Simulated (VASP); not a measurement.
A run of VASP 6.6.1:

Contents of INCAR:

```
  ALGO = Normal
  EDIFF = 1E-6
  ENCUT = 520
  GGA = PE
  ISIF = 2
  ISMEAR = 0
  LASPH = True
  LCHARG = True
  LELF = True
  LREAL = False
  LVHAR = True
  LWAVE = False
  NBANDS = 10
  NELM = 80
  PREC = Accurate
  SIGMA = 0.05
```

File KPOINTS:

```
k-points
0
Gamma
  9 9 6
```

The input POSCAR:

```
H
1.0
    3.7441271620      0.0000000000      0.0000000000
   -1.8720635810      3.2425092373      0.0000000000
    0.0000000000      0.0000000000      5.0466615500
H
4
Direct
    0.3333333333      0.6666666667      0.1764958800
    0.6666666667      0.3333333333      0.6764958800
    0.6666666667      0.3333333333      0.8235041200
    0.3333333333      0.6666666667      0.3235041200
```

Potentials or basis: VASP PAW PBE potentials, release 64 (H).

The run is started by

```console
$ cat potpaw_PBE.64/H/POTCAR > POTCAR
$ mpirun -np 1 vasp_std > vasp.out
```

Hardware: 1 thread of Intel(R) Xeon(R) Platinum 8375C CPU @ 2.90GHz (Ice Lake) (shared host).

**Question.** How long does it take, and how much memory?

**Answer.** Run time: 18 s on 1 thread of Intel(R) Xeon(R) Platinum 8375C CPU @ 2.90GHz (Ice Lake), with other jobs on the host, peak memory 0.17 GiB. Counts: scf iterations 13, k points 48.
